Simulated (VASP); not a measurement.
Input of a VASP 6.6.1 run:

Contents of INCAR:

```
ALGO = Normal
EDIFF = 1E-7
ENCUT = 520
GGA = PE
ISIF = 2
ISMEAR = 0
LASPH = True
LCHARG = False
LREAL = False
LWAVE = False
NBANDS = 36
NELM = 100
PREC = Accurate
SIGMA = 0.1
```

KPOINTS

```
k-points
0
Gamma
  9 9 8
```

The input POSCAR:

```
Cd3Te2S
1.0
    7.5249597539     -0.0000000034      0.0000000000
   -3.7624798740      6.5168063110      0.0000000000
    0.0000000000      0.0000000000      4.0163928293
Cd Te S
3 2 1
Direct
    0.5000000000      0.0000000000      0.5000000000
    0.0000000000      0.5000000000      0.5000000000
    0.5000000000      0.5000000000      0.5000000000
    0.3333333333      0.6666666667      0.0000000000
    0.6666666667      0.3333333333      0.0000000000
    0.0000000000      0.0000000000      0.0000000000
```

Potentials or basis: VASP PAW PBE potentials, release 64 (Cd, Te, S).

The run is started by

```console
$ cat potpaw_PBE.64/Cd/POTCAR potpaw_PBE.64/Te/POTCAR potpaw_PBE.64/S/POTCAR > POTCAR
$ mpirun -np 1 vasp_std > vasp.out
```

(1) Predict the pressure.

(2) Predict the band gap on the k mesh.

## Answers

(1) 0.1 GPa.

(2) zero (band 27 reaches 2.27 eV, above the bottom of band 28 at 1.74 eV).

Caveat: spin-orbit coupling is left out, which moves the levels of the heavy elements.
